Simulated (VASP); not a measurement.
Write the native input for VASP 6.6.1 that does the following.

```
Task                   : single point
Functional             : revPBE
Dispersion             : D3(BJ)
Potentials or basis    : VASP PAW PBE potentials, release 64 (Cl, Li_sv)
Cutoff                 : 520 eV
k mesh                 : 9 × 9 × 9
Occupations            : fermi-dirac, width 0.05 eV
Spin                   : no spin polarisation
Dipole correction      : no
Further INCAR settings : ALGO = Normal; EDIFF = 1e-06; NBANDS = 12
```

The structure of LiCl lies in POSCAR:

```
LiCl
1.0
    0.0000000000      2.5033862565      2.5033862565
    2.5033862565      0.0000000000      2.5033862565
    2.5033862565      2.5033862565      0.0000000000
Cl Li
1 1
Direct
    0.5000000000      0.5000000000      0.5000000000
    0.0000000000      0.0000000000      0.0000000000
```

The input as run:

INCAR

```
PREC = Accurate ; ENCUT = 520
EDIFF = 1E-6 ; ISMEAR = -1
SIGMA = 0.05 ; LREAL = F
LASPH = T ; NELM = 60
ALGO = Normal ; ISIF = 2
LWAVE = F ; LCHARG = T
GGA = RE ; IVDW = 12
LELF = T ; LVHAR = T
NBANDS = 12
```

KPOINTS

```
regular mesh
0
Gamma
  9 9 9
```

Potentials or basis: VASP PAW PBE potentials, release 64 (Cl, Li_sv).

Command:

```bash
$ cat potpaw_PBE.64/Cl/POTCAR potpaw_PBE.64/Li_sv/POTCAR > POTCAR
$ mpirun -np 1 vasp_std > vasp.out
```

Results of the run:

```json
{
 "Band gap on the k mesh": "6.97 eV",
 "Dispersion energy per atom": "-0.482 eV"
}
```

Caveat: an odd mesh through Γ misses points on the zone boundary, where band edges can lie.

Run time: 31 s on 1 thread of Intel Xeon 8259CL, with other jobs on the host, peak memory 0.16 GiB.
